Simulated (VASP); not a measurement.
In2Ge2O3:

```
CELL_PARAMETERS angstrom
-2.18954 2.85640 5.12815
2.18954 -2.85640 5.12815
2.18954 2.85640 -5.12815
ATOMIC_POSITIONS crystal
In 0.00000 0.00000 0.00000
In 0.50000 0.00000 0.50000
Ge 0.77267 0.77267 0.00000
Ge 0.22733 0.22733 0.00000
O 0.77432 0.27432 0.50000
O 0.22568 0.72568 0.50000
O 0.00000 0.50000 0.50000
```

The cell was generated, and may not be a known phase.

* Program: VASP 6.6.1
* Task: relaxation of cell and atoms
* Functional: PBE
* Potentials or basis: VASP PAW PBE potentials, release 64 (In_d, Ge_d, O)
* Cutoff: 600 eV
* k mesh: 4 × 4 × 4
* Occupations: gaussian, width 0.15 eV
* Spin: no spin polarisation

At the start: pressure 3.4 GPa; volume 18.33 Å³/atom.

Q: How do energy, volume and symmetry change on relaxing?

A: Over 18 steps the energy falls by 473.3 meV/atom and the volume is 20.12 Å³/atom (+9.8 %); space group Immm (No. 71, to 0.1 Å) before and after.

Step by step:
| step | energy change (eV) | largest force (eV/Å) | pressure (GPa) | volume (Å³) |
| --- | --- | --- | --- | --- |
| 1 | 0.0000 | 4.1350 | 3.41 | 128.29 |
| 2 | -2.3029 | 1.4085 | -1.95 | 134.72 |
| 3 | -2.7022 | 0.9705 | -1.12 | 137.06 |
| 4 | -2.8761 | 0.6470 | 2.07 | 140.81 |
| 5 | -2.8870 | 0.5476 | 1.54 | 140.32 |
| 6 | -2.8889 | 0.4617 | 0.90 | 139.70 |
| 7 | -2.8901 | 0.4867 | 1.11 | 139.91 |
| 8 | -2.9451 | 0.4211 | -1.34 | 143.55 |
| 9 | -2.9455 | 0.4324 | -1.53 | 143.85 |
| 10 | -2.9909 | 0.4104 | -1.46 | 143.65 |
| 11 | -3.1040 | 0.3485 | -1.04 | 142.98 |
| 12 | -3.1977 | 0.2187 | 0.65 | 141.25 |
| 13 | -3.2236 | 0.2304 | -0.73 | 143.02 |
| 14 | -3.2239 | 0.2260 | -0.61 | 142.84 |
| 15 | -3.2660 | 0.0996 | 0.00 | 141.66 |
| 16 | -3.2940 | 0.1209 | 1.28 | 139.50 |
| 17 | -3.3123 | 0.0752 | 0.30 | 140.59 |
| 18 | -3.3129 | 0.0700 | 0.10 | 140.83 |

Final structure:
```
In Ge O
1.0
    -1.97887    2.91613    6.10104
     1.97887   -2.91613    6.10104
     1.97887    2.91613   -6.10104
In Ge O
2 2 3
Direct
  0.00000 0.00000 0.00000
  0.50000 0.00000 0.50000
  0.69579 0.69579 0.00000
  0.30421 0.30421 0.00000
  0.73394 0.23394 0.50000
  0.26606 0.76606 0.50000
  0.00000 0.50000 0.50000
```

Caveat: the k points lie up to 0.42 Å⁻¹ apart in the final cell, too coarse for converged energies and pressures of a metal; the relaxation stopped at a loose force limit of 0.08 eV/Å, so its end isn't a converged minimum.
